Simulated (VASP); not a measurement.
Crystal: Li2O.

```
Li O
1.0
     0.00000    2.31319    2.31319
     2.31319    0.00000    2.31319
     2.31319    2.31319    0.00000
Li O
2 1
Direct
  0.75000 0.75000 0.75000
  0.25000 0.25000 0.25000
  0.50000 0.50000 0.50000
```

Base run:

```yaml
Program: VASP 6.6.1
Functional: r2SCAN
Potentials_or_basis: VASP PAW PBE potentials, release 64 (Li_sv, O)
Cutoff: 830 eV
k_mesh: 8 × 8 × 8
Occupations: gaussian, width 0.02 eV
Spin: no spin polarisation
```

Its results: band gap on the k mesh 5.66 eV (least direct gap 6.04 eV); pressure -2.9 GPa.

Q: The run is repeated on the same cell with these changes: functional from r2SCAN to PBE; cutoff from 830 eV to 750 eV. What comes out?

A: Band gap on the k mesh 4.97 eV (least direct gap 5.23 eV); pressure -0.4 GPa.

Caveats: the PAW data sets were made with another functional, which shifts forces and pressure a little (at least some runs).

A k mesh can miss the band edges.
